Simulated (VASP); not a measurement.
# AlGa3N4 (Cm) in VASP: further runs

The runs below take AlGa3N4 through single point, with r2SCAN.

Everything below comes from runs of VASP 6.6.1. Logs are shortened: lines on timing, memory, paths and dates and some standing lists are left out, and cuts for length are marked.

## Step 1: The cell of the first run

It takes space group Cm (No. 8, monoclinic). Conventional cell: a = 6.315 Å, b = 6.315 Å, c = 4.465 Å, α = 90.00°, β = 90.00°, γ = 90.00°. Within 2.5 Å of Al (site symmetry m) lie 4 N at 1.89 Å. Within 2.5 Å of Ga (site symmetry m) lie 4 N at 1.88 to 2.02 Å. Ga (site symmetry 1) has 4 N at 1.88 to 2.02 Å within 2.5 Å. Within 2.5 Å of N (site symmetry 1) lie 3 Ga at 1.88 to 2.02 Å and 1 Al at 1.89 Å. Within 2.5 Å of N (site symmetry m) lie 3 Ga at 1.88 to 1.95 Å and 1 Al at 1.89 Å. Within 2.5 Å of N (site symmetry m) lie 1 Al at 1.89 Å and 3 Ga at 1.95 to 2.02 Å.

## Step 2: Single point, r2SCAN (all Ga atoms moved +0.087 Å, as atom 2 along Cartesian [1 -1 0])

Contents of POSCAR:

```
AlGa3N4
1.0
    4.4653444522      0.0000000000      0.0000000000
    0.0000000000      4.4653444522      0.0000000000
    0.0000000000      0.0000000000      4.4653444522
Al Ga N
1 3 4
Direct
    0.0000000000      0.0000000000      0.0000000000
    0.5138560069      0.4861439931      0.0000000000
    0.5138560069     -0.0138560069      0.5000000000
    0.0138560069      0.4861439931      0.5000000000
    0.7553510553      0.7553510553      0.2446489447
    0.7553510553      0.2446489447      0.7553510553
    0.2446489447      0.7553510553      0.7553510553
    0.2446489447      0.2446489447      0.2446489447
```

Contents of INCAR.step1:

```
SYSTEM = AlGa3N4
PREC     = Accurate       ! precision mode
ENCUT    = 520            ! plane-wave cutoff, eV
ISMEAR   = 0              ! smearing method
SIGMA    = 0.05           ! smearing width, eV
LREAL    = .False.        ! projectors in reciprocal space
LASPH    = .True.         ! aspherical terms in the spheres
NELM     = 80             ! most SCF steps
NBANDS   = 41             ! bands
GGA      = PE             ! functional
ALGO     = Normal         ! electronic algorithm
EDIFF    = 1E-4           ! SCF threshold, eV
LWAVE    = .True.         ! write WAVECAR
LCHARG   = .False.        ! write CHGCAR
```

Contents of INCAR.step2:

```
SYSTEM = AlGa3N4
PREC     = Accurate       ! precision mode
ENCUT    = 520            ! plane-wave cutoff, eV
EDIFF    = 1E-6           ! SCF threshold, eV
ISMEAR   = 0              ! smearing method
SIGMA    = 0.05           ! smearing width, eV
LREAL    = .False.        ! projectors in reciprocal space
LASPH    = .True.         ! aspherical terms in the spheres
NELM     = 80             ! most SCF steps
ALGO     = Normal         ! electronic algorithm
ISIF     = 2              ! what is computed and relaxed
LWAVE    = .False.        ! write WAVECAR
LCHARG   = .False.        ! write CHGCAR
METAGGA  = R2SCAN         ! meta-GGA
LMIXTAU  = .True.       
NBANDS   = 41             ! bands
ISTART   = 1
```

Contents of KPOINTS:

```
Automatic mesh
0
Gamma
  6 6 6
  0 0 0
```

Potentials or basis: VASP PAW PBE potentials, release 64 (Al, Ga_d, N).

Run with:

```bash
cat potpaw_PBE.64/Al/POTCAR potpaw_PBE.64/Ga_d/POTCAR potpaw_PBE.64/N/POTCAR > POTCAR
cp INCAR.step1 INCAR
mpirun -np 1 vasp_std > vasp.out
cp INCAR.step2 INCAR
mpirun -np 1 vasp_std > vasp.out
```

OUTCAR:

```text
SYSTEM = AlGa3N4
   PREC = Accurate
   ENCUT = 520
   EDIFF = 1E-6
   ISMEAR = 0
   LREAL = .False.
   LASPH = .True.
   NELM = 80
   ISIF = 2
   METAGGA = R2SCAN
   ISTART = 1

 ion  position               nearest neighbor table
   1  0.000  0.000  0.000-   5 1.89   6 1.89   7 1.89   8 1.89   2 3.07   3 3.11   4 3.11   3 3.11
                             4 3.11
   2  0.514  0.486  0.000-   6 1.88   5 1.95   8 1.95   7 2.02   1 3.07
   3  0.514  0.986  0.500-   5 1.88   6 1.95   7 1.95   8 2.02   1 3.11   1 3.11
   4  0.014  0.486  0.500-   8 1.88   6 1.95   7 1.95   5 2.02   1 3.11   1 3.11
   5  0.755  0.755  0.245-   3 1.88   1 1.89   2 1.95   4 2.02
   6  0.755  0.245  0.755-   2 1.88   1 1.89   3 1.95   4 1.95
   7  0.245  0.755  0.755-   1 1.89   3 1.95   4 1.95   2 2.02
   8  0.245  0.245  0.245-   4 1.88   1 1.89   2 1.95   3 2.02

  LATTYP: Found a simple cubic cell.
 ALAT       =     4.4653444522

  Lattice vectors:

 A1 = (   4.4653444522,   0.0000000000,   0.0000000000)
 A2 = (   0.0000000000,   4.4653444522,   0.0000000000)
 A3 = (   0.0000000000,   0.0000000000,   4.4653444522)

Analysis of symmetry for initial positions (statically):
=====================================================================
 Subroutine PRICEL returns:
 Original cell was already a primitive cell.

 Routine SETGRP: Setting up the symmetry group for a
 simple cubic supercell.

 Subroutine GETGRP returns: Found  2 space group operations
 (whereof  2 operations were pure point group operations)
 out of a pool of 48 trial point group operations.

The static configuration has the point symmetry C_1h.

Analysis of symmetry for dynamics (positions and initial velocities):
=====================================================================
 Subroutine PRICEL returns:
 Original cell was already a primitive cell.

 Routine SETGRP: Setting up the symmetry group for a
 simple cubic supercell.

 Subroutine GETGRP returns: Found  2 space group operations
 (whereof  2 operations were pure point group operations)
 out of a pool of 48 trial point group operations.

The dynamic configuration has the point symmetry C_1h.

 Subroutine INISYM returns: Found  2 space group operations
 (whereof  2 operations are pure point group operations),
 and found     1 'primitive' translations

----------------------------------------------------------------------------------------

                                     Primitive cell

  volume of cell :      89.0358

  direct lattice vectors                    reciprocal lattice vectors
     4.465344452  0.000000000  0.000000000     0.223946889  0.000000000  0.000000000
     0.000000000  4.465344452  0.000000000     0.000000000  0.223946889  0.000000000
     0.000000000  0.000000000  4.465344452     0.000000000  0.000000000  0.223946889

  length of vectors
     4.465344452  4.465344452  4.465344452     0.223946889  0.223946889  0.223946889

  position of ions in fractional coordinates (direct lattice)
     0.000000000  0.000000000  0.000000000
     0.513856007  0.486143993  0.000000000
     0.513856007  0.986143993  0.500000000
     0.013856007  0.486143993  0.500000000
     0.755351055  0.755351055  0.244648945
     0.755351055  0.244648945  0.755351055
     0.244648945  0.755351055  0.755351055
     0.244648945  0.244648945  0.244648945

  ion indices of the primitive-cell ions
   primitive index   ion index
                 1           1
                 2           2
                 3           3
                 4           4
                 5           5
                 6           6
                 7           7
                 8           8

----------------------------------------------------------------------------------------

 KPOINTS: Automatic mesh

Automatic generation of k-mesh.
 Grid dimensions read from file:
 generate k-points for:    6    6    6

 Generating k-lattice:

  Cartesian coordinates                     Fractional coordinates (reciprocal lattice)
     0.037324482  0.000000000  0.000000000     0.166666667  0.000000000  0.000000000
     0.000000000  0.037324482  0.000000000     0.000000000  0.166666667  0.000000000
     0.000000000  0.000000000  0.037324482     0.000000000  0.000000000  0.166666667

  Length of vectors
     0.037324482  0.037324482  0.037324482

  Shift w.r.t. Gamma in fractional coordinates (k-lattice)
     0.000000000  0.000000000  0.000000000

 Subroutine IBZKPT returns following result:
 ===========================================

 Found     68 irreducible k-points:

 Following reciprocal coordinates:
            Coordinates               Weight
  0.000000  0.000000  0.000000      1.000000
  0.166667  0.000000  0.000000      4.000000
  0.000000  0.000000  0.166667      2.000000
  0.333333  0.000000  0.000000      4.000000
  0.000000  0.000000  0.333333      2.000000
  0.500000  0.000000  0.000000      2.000000
[... 16 lines left out ...]
  0.333333  0.000000  0.333333      4.000000
 -0.333333  0.333333  0.000000      2.000000
 [... further k-points ...]
   k-points           NKPTS =     68   k-points in BZ     NKDIM =     68   number of bands    NBANDS=     41
   number of dos      NEDOS =    301   number of ions     NIONS =      8
   total plane-waves  NPLWV =  46656
   dimension x,y,z NGX =    36 NGY =   36 NGZ =   36
   dimension x,y,z NGXF=    72 NGYF=   72 NGZF=   72
   ions per type =               1   3   4
   NGX,Y,Z   is equivalent  to a cutoff of  13.40, 13.40, 13.40 a.u.
   NGXF,Y,Z  is equivalent  to a cutoff of  26.81, 26.81, 26.81 a.u.
 SYSTEM =  AlGa3N4
   PREC   = accura    normal or accurate (medium, high low for compatibility)
   ISTART =      1    job   : 0-new  1-cont  2-samecut
   ICHARG =      0    charge: 1-file 2-atom 10-const
   ISPIN  =      1    spin polarized calculation?
   LNONCOLLINEAR =      F non collinear calculations
   LSORBIT =      F    spin-orbit coupling
   LASPH  =      T    aspherical Exc in radial PAW
   ENCUT  =  520.0 eV  38.22 Ry    6.18 a.u.   8.30  8.30  8.30*2*pi/ulx,y,z
   NELM   =     80;   NELMIN=  2; NELMDL=  0     # of ELM steps
   EDIFF  = 0.1E-05   stopping-criterion for ELM
   LREAL  =      F    real-space projection
   EDIFFG = 0.1E-04   stopping-criterion for IOM
   NSW    =      0    number of steps for IOM
   IBRION =     -1    ionic relax: 0-MD 1-quasi-New 2-CG
   NFREE  =      0    steps in history (QN), initial steepest desc. (CG)
   ISIF   =      2    stress and relaxation
   ISYM   =      2    0-nonsym 1-usesym 2-fastsym
   POTIM  = 0.5000    time-step for ionic-motion
   TEBEG  =    0.0;   TEEND  =   0.0 temperature during run
   PSTRESS=    0.0 pullay stress
   NELECT =      62.0000    total number of electrons
   NUPDOWN=      -1.0000    fix difference up-down
   EMIN   =  10.00;   EMAX   =-10.00  energy-range for DOS
   EFERMI =   0.00;   METHOD = LEGACY
   ISMEAR =     0;   SIGMA  =   0.05  broadening in eV -4-tet -1-fermi 0-gaus
   EFERMI_NEDOS =   21; number of points for ismear=-14 and -15
   IALGO  =     38    algorithm
   IMIX   =      4    mixing-type and parameters
     AMIX     =   0.40;   BMIX     =  1.00
     AMIX_MAG =   1.60;   BMIX_MAG =  1.00
  volume/ion in A,a.u.               =      11.13        75.11
  Fermi-wavevector in a.u.,A,eV,Ry     =   1.451055  2.742096 28.647877  2.105560
  Thomas-Fermi vector in A             =   2.568596
   LORBIT       =      0    0 simple, 1 ext, 2 COOP (PROOUT), +10 PAW based schemes
   METAGGA = R2SCAN    functional components
   LHFCALC =     F    Hartree Fock is set to
   AEXX    =    0.0000 exact exchange contribution
   IVDW    =     0    specifies the selected vdW correction
   LEPSILON=     F    determine dielectric tensor
   LRPA    =     F    only Hartree local field effects (RPA)
 non-spin polarized calculation
 Gauss-broadening in eV      SIGMA  =   0.05
  energy-cutoff  :      520.00
  volume of cell :       89.04
 maximum number of plane-waves:      2440
 NGX is ok and might be reduce to    36
   NGX = 17   NGY = 17   NGZ = 17

 number of electron      61.9999961 magnetization

 Free energy of the ion-electron system (eV)
  ---------------------------------------------------
  ext. energy  EPLUGINS =         0.00000000
  ---------------------------------------------------
  free energy    TOTEN  =       -84.69334029 eV

  energy without entropy =      -84.69334029  energy(sigma->0) =      -84.69334029

 E-fermi :   5.6091     XC(G=0): -12.3809

 val. band max:        5.3380624481   @ k =   0.0000   0.0000   0.0000
 cond. band min:       7.9821570580   @ k =   0.0000   0.0000   0.0000
 fundamental gap:      2.6440946100
 Fermi energy:         5.6091233677

 k-point     1 :       0.0000    0.0000    0.0000
  band No.  band energies     occupation
      1     -11.3491      2.00000
      2     -10.0661      2.00000
      3      -9.9507      2.00000
      4      -9.7758      2.00000
      5      -8.3504      2.00000
      6      -8.3321      2.00000
[... 33 lines left out ...]
     40      16.8014      0.00000
     41      16.9594      0.00000

 k-point     2 :       0.1667    0.0000    0.0000
  band No.  band energies     occupation
      1     -11.2406      2.00000
      2     -10.0843      2.00000
      3      -9.9764      2.00000
      4      -9.7871      2.00000
      5      -8.3492      2.00000
      6      -8.3330      2.00000
[... 33 lines left out ...]
     40      16.9818      0.00000
     41      17.1551      0.00000

 k-point     3 :       0.0000    0.0000    0.1667
  band No.  band energies     occupation
      1     -11.2391      2.00000
      2     -10.1005      2.00000
      3      -9.9529      2.00000
      4      -9.7958      2.00000
      5      -8.3518      2.00000
      6      -8.3280      2.00000
[... 875 lines left out ...]
      2     -10.2352      2.00000
      3     -10.0524      2.00000
      4      -9.8668      2.00000
      5      -8.3373      2.00000
      6      -8.3144      2.00000
[... 33 lines left out ...]
     40      15.9851      0.00000
     41      16.0466      0.00000

 k-point    24 :      -0.3333    0.3333    0.0000
  band No.  band energies     occupation
      1     -10.6779      2.00000
      2     -10.1844      2.00000
      3     -10.0984      2.00000
      4      -9.8691      2.00000
      5      -8.3323      2.00000
      6      -8.3134      2.00000
[... 33 lines left out ...]
     40      15.7488      0.00000
     41      16.0610      0.00000

 [... further k-points ...]

------------------------ aborting loop because EDIFF is reached ----------------------------------------

  FORCE on cell =-STRESS in cart. coord.  units (eV):
  Direction    XX          YY          ZZ          XY          YZ          ZX
  --------------------------------------------------------------------------------------
  -------------------------------------------------------------------------------------
  Total        0.6536720      0.6536720      0.9406285     -0.4589033      1.6986853     -1.6987444
  in kB       11.7626599     11.7626599     16.9263693     -8.2578480     30.5674084    -30.5684717
  external PRESSURE =      13.4838964 kB  Pullay stress =       0.0000000 kB

 VOLUME and BASIS-vectors are now :
 -----------------------------------------------------------------------------
  energy-cutoff  :      520.00
  volume of cell :       89.04
      direct lattice vectors                 reciprocal lattice vectors
     4.465344452  0.000000000  0.000000000     0.223946889  0.000000000  0.000000000
     0.000000000  4.465344452  0.000000000     0.000000000  0.223946889  0.000000000
     0.000000000  0.000000000  4.465344452     0.000000000  0.000000000  0.223946889

 POSITION                                       TOTAL-FORCE (eV/Angst)
 -----------------------------------------------------------------------------------
      0.00000      0.00000      0.00000         0.357406     -0.357406      0.007919
      2.29454      2.17080      0.00000        -1.120753      1.120753      0.209378
      2.29454      4.40347      2.23267        -1.117312      0.556264      0.208947
      0.06187      2.17080      2.23267        -0.556264      1.117312      0.208947
      3.37290      3.37290      1.09244         0.780512     -0.692214     -0.245925
      3.37290      1.09244      3.37290         0.605318     -0.605318     -0.334685
      1.09244      3.37290      3.37290         0.358879     -0.358879      0.191344
      1.09244      1.09244      1.09244         0.692214     -0.780512     -0.245925
 -----------------------------------------------------------------------------------
    total drift:                               -0.000160      0.000160     -0.004004

  FREE ENERGIE OF THE ION-ELECTRON SYSTEM (eV)
  ---------------------------------------------------
  free  energy   TOTEN  =       -84.6933402883 eV

  energy  without entropy=      -84.6933402883  energy(sigma->0) =      -84.69334029
```

Wall time 34 min (1 thread of Intel Xeon 8259CL, shared host); peak memory 0.32 GiB.

What came out:

| Property | Result |
| --- | --- |
| Free energy | -84.6933 eV |
| Pressure | 1.3 GPa |
| Largest force | 1.599 eV/Å |
| Band gap on the k mesh | 2.64 eV |

Forces on the atoms (eV/Å):
```
Al   0.357 -0.357  0.008
Ga  -1.121  1.121  0.209
Ga  -1.117  0.556  0.209
Ga  -0.556  1.117  0.209
N    0.781 -0.692 -0.246
N    0.605 -0.605 -0.335
N    0.359 -0.359  0.191
N    0.692 -0.781 -0.246
```

Levels at points of the mesh, in eV from the valence-band top:
```
           k point  band 28  band 29  band 30  band 31  band 32  band 33  band 34  band 35
(0.00, 0.00, 0.00)    -2.55    -0.30    -0.14     0.00     2.64     3.56     3.75     3.99
(0.50, 0.00, 0.00)    -1.71    -1.67    -1.50    -1.17     5.23     5.45     6.52     6.72
(0.00, 0.00, 0.50)    -1.68    -1.64    -1.35    -1.33     5.27     5.37     6.62     6.68
(0.50, 0.50, 0.00)    -1.21    -1.11    -1.06    -0.74     7.15     7.32     7.36     7.78
(0.00, 0.50, 0.50)    -1.25    -1.13    -1.11    -0.66     7.14     7.32     7.35     7.70
(0.50, 0.50, 0.50)    -1.05    -0.82    -0.63    -0.59     5.32     5.41     5.51     6.78
```

Caveat: the cell differs from its parent crystal (all Ga atoms moved +0.087 Å, as atom 2 along Cartesian [1 -1 0]); the PAW data sets were made with another functional, which shifts forces and pressure a little.

## Step 3: Single point, r2SCAN (all Ga atoms moved +0.062 Å, as atom 2 along Cartesian [1 -1 0])

POSCAR, as its differences from that of step 2:

```diff
@@ -9,5 +9,5 @@
     0.0000000000      0.0000000000      0.0000000000
-    0.5138560069      0.4861439931      0.0000000000
-    0.5138560069     -0.0138560069      0.5000000000
-    0.0138560069      0.4861439931      0.5000000000
+    0.5098971478      0.4901028522      0.0000000000
+    0.5098971478     -0.0098971478      0.5000000000
+    0.0098971478      0.4901028522      0.5000000000
     0.7553510553      0.7553510553      0.2446489447
```

Contents of INCAR.step1:

```
PREC = Accurate ; ENCUT = 520
ISMEAR = 0 ; SIGMA = 0.05
LREAL = False ; LASPH = True
NELM = 60 ; NBANDS = 41
GGA = PE ; ALGO = Normal
EDIFF = 1E-4 ; LWAVE = True
LCHARG = False
```

Contents of INCAR.step2:

```
PREC = Accurate ; ENCUT = 520
EDIFF = 1E-6 ; ISMEAR = 0
SIGMA = 0.05 ; LREAL = False
LASPH = True ; NELM = 60
ALGO = Normal ; ISIF = 2
LWAVE = False ; LCHARG = False
METAGGA = R2SCAN ; LMIXTAU = True
NBANDS = 41 ; ISTART = 1
```

Contents of KPOINTS:

```
Automatic mesh
0
Gamma
  6 6 6
```

Potentials or basis: VASP PAW PBE potentials, release 64 (Al, Ga_d, N).

Run with:

```bash
cat potpaw_PBE.64/Al/POTCAR potpaw_PBE.64/Ga_d/POTCAR potpaw_PBE.64/N/POTCAR > POTCAR
cp INCAR.step1 INCAR
mpirun -np 1 vasp_std > vasp.out
cp INCAR.step2 INCAR
mpirun -np 1 vasp_std > vasp.out
```

Wall time 15 min (1 thread of Intel Xeon 8259CL, shared host); peak memory 0.32 GiB.

The run converged. Its results:

- Free energy: -84.7774 eV
- Pressure: 1.1 GPa
- Largest force: 1.126 eV/Å
- Band gap on the k mesh: 2.70 eV

Forces on the atoms (eV/Å):
```
Al   0.253 -0.253  0.002
Ga  -0.792  0.792  0.110
Ga  -0.793  0.387  0.109
Ga  -0.387  0.793  0.109
N    0.565 -0.475 -0.149
N    0.425 -0.425 -0.200
N    0.254 -0.254  0.168
N    0.475 -0.565 -0.149
```

Stress tensor (GPa, compression positive):
```
 1.03 -0.43 -2.17
-0.43  1.03  2.17
-2.17  2.17  1.20
```

Levels at points of the mesh, in eV from the valence-band top:
```
           k point  band 29  band 30  band 31  band 32  band 33  band 34
(0.00, 0.00, 0.00)    -0.22    -0.10     0.00     2.70     3.66     3.81
(0.50, 0.00, 0.00)    -1.63    -1.43    -1.18     5.30     5.47     6.60
(0.00, 0.00, 0.50)    -1.62    -1.31    -1.30     5.33     5.43     6.67
(0.50, 0.50, 0.00)    -1.08    -1.04    -0.71     7.20     7.38     7.40
(0.00, 0.50, 0.50)    -1.09    -1.07    -0.66     7.19     7.38     7.40
(0.50, 0.50, 0.50)    -0.80    -0.65    -0.62     5.39     5.46     5.53
```

Caveat: the cell differs from its parent crystal (all Ga atoms moved +0.062 Å, as atom 2 along Cartesian [1 -1 0]); the PAW data sets were made with another functional, which shifts forces and pressure a little.

[end of part 1 of 3]
